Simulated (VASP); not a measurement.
Input of a VASP 6.6.1 run:

Contents of INCAR:

```
PREC = Accurate
ENCUT = 600
EDIFF = 1E-6
ISMEAR = -1
SIGMA = 0.05
LREAL = False
LASPH = True
NELM = 60
ALGO = Normal
ISIF = 4
LWAVE = False
LCHARG = False
GGA = CA
IBRION = 2
NSW = 50
EDIFFG = -0.005
```

The input KPOINTS:

```
Automatic mesh
0
Gamma
  15 15 8
```

File POSCAR:

```
Nb
1.0
    2.5538079813      0.0000000000      0.0000000000
   -1.2769039907      2.2116625882      0.0000000000
    0.0000000000      0.0000000000      4.6841071637
Nb
2
Direct
    0.3333333333      0.6666666667      0.2500000000
    0.6666666667      0.3333333333      0.7500000000
```

Potentials or basis: VASP PAW LDA potentials, release 64 (Nb_sv).

Run with:

```sh
$ cat potpaw_LDA.64/Nb_sv/POTCAR > POTCAR
$ mpirun -np 1 vasp_std > vasp.out
```

Q: Estimate the band gap on the k mesh.

A: Zero (band 13 reaches 19.16 eV, above the bottom of band 14 at 15.15 eV).

Final structure:
```
Nb
1.0
     2.57467    0.00000    0.00000
    -1.28733    2.22973    0.00000
     0.00000    0.00000    4.60851
Nb
2
Direct
  0.33333 0.66667 0.25000
  0.66667 0.33333 0.75000
```
